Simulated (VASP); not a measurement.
# SnP4 (P-1) in VASP: single point with PBE

Aim: the single point of SnP4 with PBE.

All numbers are computed with VASP 6.6.1; they aren't measurements. Logs are shortened: lines on timing, memory, paths and dates and some standing lists are left out, and cuts for length are marked.

**1. The cell of the first run**

The typed cell holds 10 atoms: a = 4.526 Å, b = 5.616 Å, c = 9.423 Å, α = 101.18°, β = 101.24°, γ = 104.46°.

**2. Single point, PBE (21.99 Å³/atom)**

INCAR

```
SYSTEM = SnP4
PREC = Accurate
ENCUT = 500
EDIFF = 1E-6
ISMEAR = 0
SIGMA = 0.1
LREAL = .FALSE.
LASPH = .TRUE.
NELM = 120
ALGO = Normal
ISIF = 2
LWAVE = .FALSE.
LCHARG = .FALSE.
GGA = PE
NBANDS = 45
GGA_COMPAT = .FALSE.
```

KPOINTS

```
Automatic mesh
0
G
  8 6 4
  0 0 0
```

POSCAR

```
SnP4
1.0
    4.5254667778     -0.0723500644     -0.0265562109
   -1.3150993906      5.4596058746     -0.0127191173
   -1.8212516390     -2.2978864253      8.9549989233
Sn P
2 8
Direct
    0.8908453922      0.6461060342      0.8009493166
    0.1091546078      0.3538939658      0.1990506834
    0.5690514485      0.1945008801      0.9838925028
    0.7735035853      0.1365801896      0.7885866673
    0.6456853844     -0.0007948137      0.4116303397
    0.3543146156      1.0007948137      0.5883696603
    0.4309485515      0.8054991199      0.0161074972
    0.2264964147      0.8634198104      0.2114133327
    0.2167321013      0.5924441605      0.5979036187
    0.7832678987      0.4075558395      0.4020963813
```

Potentials or basis: VASP PAW PBE potentials, release 64 (Sn_d, P).

The run is started by

```
> cat potpaw_PBE.64/Sn_d/POTCAR potpaw_PBE.64/P/POTCAR > POTCAR
> mpirun -np 1 vasp_std > vasp.out
```

OUTCAR:

```text
SYSTEM = SnP4
   PREC = Accurate
   ENCUT = 500
   EDIFF = 1E-6
   ISMEAR = 0
   LREAL = .FALSE.
   LASPH = .TRUE.
   NELM = 120
   ISIF = 2
   GGA = PE

 ion  position               nearest neighbor table
   1  0.891  0.646  0.801-   9 2.65   7 2.68   4 2.75   4 2.95   9 3.18   7 3.33
   2  0.109  0.354  0.199-  10 2.65   3 2.68   8 2.75   8 2.95  10 3.18   3 3.33
   3  0.569  0.195  0.984-   7 2.21   4 2.22   2 2.68   2 3.33
   4  0.774  0.137  0.789-   3 2.22   6 2.25   1 2.75   1 2.95
   5  0.646  0.999  0.412-  10 2.25   8 2.25   6 2.32
   6  0.354  0.001  0.588-   9 2.25   4 2.25   5 2.32
   7  0.431  0.805  0.016-   3 2.21   8 2.22   1 2.68   1 3.33
   8  0.226  0.863  0.211-   7 2.22   5 2.25   2 2.75   2 2.95
   9  0.217  0.592  0.598-   6 2.25  10 2.27   1 2.65   1 3.18
  10  0.783  0.408  0.402-   5 2.25   9 2.27   2 2.65   2 3.18

  LATTYP: Found a triclinic cell.
 ALAT       =     5.6157763924
 B/A-ratio  =     2.1979461374
 C/A-ratio  =     0.8059656713
 COS(alpha) =     0.0093076947
 COS(beta)  =     0.2496726693
 COS(gamma) =     0.6703087252

  Lattice vectors:

 A1 = (   1.3150993906,  -5.4596058746,   0.0127191173)
 A2 = (  -0.0740163576,  -8.5489752595,  -8.9030044778)
 A3 = (   4.5254667778,  -0.0723500644,  -0.0265562109)

Analysis of symmetry for initial positions (statically):
=====================================================================
 Subroutine PRICEL returns:
 Original cell was already a primitive cell.

 Routine SETGRP: Setting up the symmetry group for a
 triclinic supercell.

 Subroutine GETGRP returns: Found  2 space group operations
 (whereof  2 operations were pure point group operations)
 out of a pool of  2 trial point group operations.

The static configuration has the point symmetry S_2 .

Analysis of symmetry for dynamics (positions and initial velocities):
=====================================================================
 Subroutine PRICEL returns:
 Original cell was already a primitive cell.

 Routine SETGRP: Setting up the symmetry group for a
 triclinic supercell.

 Subroutine GETGRP returns: Found  2 space group operations
 (whereof  2 operations were pure point group operations)
 out of a pool of  2 trial point group operations.

The dynamic configuration has the point symmetry S_2 .

 Subroutine INISYM returns: Found  2 space group operations
 (whereof  2 operations are pure point group operations),
[... 113 lines left out ...]
   LREAL  =      F    real-space projection
   EDIFFG = 0.1E-04   stopping-criterion for IOM
   NSW    =      0    number of steps for IOM
   IBRION =     -1    ionic relax: 0-MD 1-quasi-New 2-CG
   NFREE  =      0    steps in history (QN), initial steepest desc. (CG)
   ISIF   =      2    stress and relaxation
   ISYM   =      2    0-nonsym 1-usesym 2-fastsym
   POTIM  = 0.5000    time-step for ionic-motion
   TEBEG  =    0.0;   TEEND  =   0.0 temperature during run
   PSTRESS=    0.0 pullay stress
   NELECT =      68.0000    total number of electrons
   NUPDOWN=      -1.0000    fix difference up-down
   EMIN   =  10.00;   EMAX   =-10.00  energy-range for DOS
   EFERMI =   0.00;   METHOD = LEGACY
   ISMEAR =     0;   SIGMA  =   0.10  broadening in eV -4-tet -1-fermi 0-gaus
   EFERMI_NEDOS =   21; number of points for ismear=-14 and -15
   IALGO  =     38    algorithm
   IMIX   =      4    mixing-type and parameters
     AMIX     =   0.40;   BMIX     =  1.00
     AMIX_MAG =   1.60;   BMIX_MAG =  1.00
  volume/ion in A,a.u.               =      21.99       148.41
  Fermi-wavevector in a.u.,A,eV,Ry     =   1.107017  2.091958 16.673743  1.225486
  Thomas-Fermi vector in A             =   2.243525
   LORBIT       =      0    0 simple, 1 ext, 2 COOP (PROOUT), +10 PAW based schemes
   GGA     = PE    functional components
   LHFCALC =     F    Hartree Fock is set to
   AEXX    =    0.0000 exact exchange contribution
   IVDW    =     0    specifies the selected vdW correction
   LEPSILON=     F    determine dielectric tensor
   LRPA    =     F    only Hartree local field effects (RPA)
 non-spin polarized calculation
 Gauss-broadening in eV      SIGMA  =   0.10
  energy-cutoff  :      500.00
  volume of cell :      219.92
 maximum number of plane-waves:      5610
 NGX is ok and might be reduce to    36
   NGX = 17   NGY = 21   NGZ = 35

 number of electron      68.0000003 magnetization

 Free energy of the ion-electron system (eV)
  ---------------------------------------------------
  ext. energy  EPLUGINS =         0.00000000
  ---------------------------------------------------
  free energy    TOTEN  =       -50.53583665 eV

  energy without entropy =      -50.52617508  energy(sigma->0) =      -50.53100587

 E-fermi :   6.1228     XC(G=0):  -9.6495

 val. band max:        6.0956838493   @ k =  -0.1250   0.3333  -0.0000
 cond. band min:       6.1276959176   @ k =  -0.1250  -0.3333   0.2500
 fundamental gap:      0.0320120683
 Fermi energy:         6.1227625256

 k-point     1 :       0.0000    0.0000    0.0000
  band No.  band energies     occupation
      1     -15.4077      2.00000
      2     -15.4045      2.00000
      3     -15.3924      2.00000
      4     -15.3923      2.00000
      5     -15.3766      2.00000
      6     -15.3724      2.00000
[... 1141 lines left out ...]
     44       9.2759      0.00000
     45       9.5206      0.00000

 [... further k-points ...]
[... 5 lines left out ...]
  --------------------------------------------------------------------------------------
  -------------------------------------------------------------------------------------
  Total       -1.1271152     -1.2370474     -1.2512931     -0.0494029     -0.0023225      0.0072732
  in kB       -8.2112217     -9.0120959     -9.1158780     -0.3599080     -0.0169198      0.0529865
  external PRESSURE =      -8.7797319 kB  Pullay stress =       0.0000000 kB

 VOLUME and BASIS-vectors are now :
 -----------------------------------------------------------------------------
  energy-cutoff  :      500.00
  volume of cell :      219.92
      direct lattice vectors                 reciprocal lattice vectors
     4.525466778 -0.072350064 -0.026556211     0.222175422  0.053654532  0.058953594
    -1.315099391  5.459605875 -0.012719117     0.003223479  0.184051424  0.047883873
    -1.821251639 -2.297886425  8.954998923     0.000663444  0.000420529  0.111912311

 POSITION                                       TOTAL-FORCE (eV/Angst)
 -----------------------------------------------------------------------------------
      1.72307      1.62254      7.14062         0.015485      0.001586     -0.005449
     -0.33395      1.46683      1.77510        -0.015485     -0.001586      0.005449
      0.52752     -1.24015      8.79317         0.024337     -0.041180     -0.018466
      1.88463     -1.12237      7.03951        -0.037721     -0.002755      0.001387
      0.85829      4.46267      3.65629        -0.038558      0.021409     -0.005798
      0.53082     -1.37330      5.25943         0.038558     -0.021409      0.005798
      0.86160      4.32952      0.12255        -0.024337      0.041180      0.018466
     -0.49552      4.21174      1.87621         0.037721      0.002755     -0.001387
     -0.88724      1.84492      5.34094        -0.029453      0.032266     -0.016105
      2.27636      1.24445      3.57479         0.029453     -0.032266      0.016105
 -----------------------------------------------------------------------------------
    total drift:                                0.000000      0.000000     -0.000000

  FREE ENERGIE OF THE ION-ELECTRON SYSTEM (eV)
  ---------------------------------------------------
  free  energy   TOTEN  =       -50.5358366485 eV

  energy  without entropy=      -50.5261750827  energy(sigma->0) =      -50.53100587
```

OSZICAR:

```text
N       E                     dE             d eps       ncg     rms          rms(c)
DAV:   1     0.575747777543E+03    0.57575E+03   -0.28613E+04  9088   0.158E+03
DAV:   2     0.455530895774E+02   -0.53019E+03   -0.50671E+03  9112   0.411E+02
DAV:   3    -0.449382995984E+02   -0.90491E+02   -0.86617E+02 10704   0.153E+02
DAV:   4    -0.508501676824E+02   -0.59119E+01   -0.57956E+01 11304   0.389E+01
DAV:   5    -0.510738295325E+02   -0.22366E+00   -0.22266E+00 12902   0.788E+00    0.131E+01
DAV:   6    -0.505983421712E+02    0.47549E+00   -0.84425E-01 12588   0.467E+00    0.766E+00
DAV:   7    -0.505447971719E+02    0.53545E-01   -0.61509E-01 12675   0.282E+00    0.111E+00
DAV:   8    -0.505345686178E+02    0.10229E-01   -0.97872E-02 11268   0.169E+00    0.485E-01
DAV:   9    -0.505355636811E+02   -0.99506E-03   -0.84262E-03 11355   0.394E-01    0.169E-01
DAV:  10    -0.505357113283E+02   -0.14765E-03   -0.79407E-04 13542   0.120E-01    0.899E-02
DAV:  11    -0.505358118792E+02   -0.10055E-03   -0.98607E-05 10051   0.414E-02    0.311E-02
DAV:  12    -0.505358326071E+02   -0.20728E-04   -0.22772E-05  9920   0.235E-02    0.141E-02
DAV:  13    -0.505358363670E+02   -0.37599E-05   -0.56545E-06 10035   0.113E-02    0.534E-03
DAV:  14    -0.505358366485E+02   -0.28153E-06   -0.83493E-07  6562   0.545E-03
   1 F= -.50535837E+02 E0= -.50531006E+02  d E =-.966157E-02
```

Wall time 23 min (1 thread of Intel Xeon 8259CL, shared host); peak memory 0.79 GiB.

What came out:

```yaml
Free_energy: -50.5358 eV
Pressure: -0.9 GPa
Largest_force: 0.051 eV/Å
Band_gap_on_the_k_mesh: zero (bands 34 and 35 overlap by 2.05 eV)
```

Forces in eV/Å, atoms in the order of the input:
```
Sn   0.015  0.002 -0.005
Sn  -0.015 -0.002  0.005
P    0.024 -0.041 -0.018
P   -0.038 -0.003  0.001
P   -0.039  0.021 -0.006
P    0.039 -0.021  0.006
P   -0.024  0.041  0.018
P    0.038  0.003 -0.001
P   -0.029  0.032 -0.016
P    0.029 -0.032  0.016
```

Stress tensor (GPa, compression positive):
```
-0.82 -0.04  0.01
-0.04 -0.90  0.00
 0.01  0.00 -0.91
```

Caveat: spin-orbit coupling is left out, which moves the levels of the heavy elements.
